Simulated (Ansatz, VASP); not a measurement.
**One calculation of CdTe, two programs**

Contents of INCAR:

```
SYSTEM = CdTe
ALGO = Normal
EDIFF = 1E-6
ENCUT = 520
GGA = PE
ISIF = 2
ISMEAR = -1
LASPH = .True.
LCHARG = .False.
LREAL = .False.
LWAVE = .False.
NBANDS = 16
NELM = 100
PREC = Accurate
SIGMA = 0.02
```

Contents of KPOINTS:

```
k-points
0
Gamma
  6 6 6
  0 0 0
```

POSCAR

```
CdTe
1.0
    0.0000000000      3.2799551146      3.1487569100
    3.2799551146      0.0000000000      3.1487569100
    3.2799551146      3.2799551146      0.0000000000
Cd Te
1 1
Direct
    0.0000000000      0.0000000000      0.0000000000
    0.2500000000      0.2500000000      0.2500000000
```

Input for Ansatz:

```yaml
crystal:
  lattice:
    - [0.0, 3.2799551146, 3.14875691]
    - [3.2799551146, 0.0, 3.14875691]
    - [3.2799551146, 3.2799551146, 0.0]
  atoms:
    - { symbol: Cd, position: [0.0, 0.0, 0.0] }
    - { symbol: Te, position: [0.25, 0.25, 0.25] }
kpoints:
  mp_grid: { grid: [6, 6, 6] }
  band_path:
    path:
      - [0.0, 0.0, 0.0]
      - [-0.5, -0.5, 0.0]
      - [-0.375, -0.375, 0.25]
      - [-0.375, 0.0, 0.375]
      - [0.0, 0.0, 0.5]
      - [-0.5, -0.25, 0.25]
    npoints: 1
hamiltonian:
  xc: pbe
scf:
  occupations: { method: fermi_dirac, width: 0.02 }
  n_extra_bands: 4
output:
  forces: true
  stress: true
  eigenvalues: true
  write_density: true
  write_potential: true
  elf: true
  volumetric_format: npy
```

Change from the starting cell: uniaxial_z strain -4.0%.

Alike in both runs: task single point; functional PBE; k mesh 6 × 6 × 6; occupations fermi-dirac, width 0.02 eV; no spin polarisation.

|  | VASP | Ansatz |
| --- | --- | --- |
| version | VASP 6.6.1 | Ansatz 0.2.0 |
| potentials or method | VASP PAW PBE potentials, release 64 (Cd, Te) | plane waves, PAW |
| plane-wave cutoff (eV) | 520 | 420 |
| valence electrons in the cell | 18 | 36 |

Ansatz gave:

```
pressure (GPa)                                                : 2.8
traceless stress, the component that is largest in VASP (GPa) : 0.35
```

Task: Estimate VASP's values.

Result: Pressure (GPa): 2.9; traceless stress, the component that is largest in VASP (GPa): 0.35.

With one functional, cell and mesh, what is left measures potentials, basis and numerics. VASP's potentials hold 18 valence electrons a cell and Ansatz's 36, so a difference there can come from the potentials and not from the codes.

Spin-orbit coupling is off throughout.
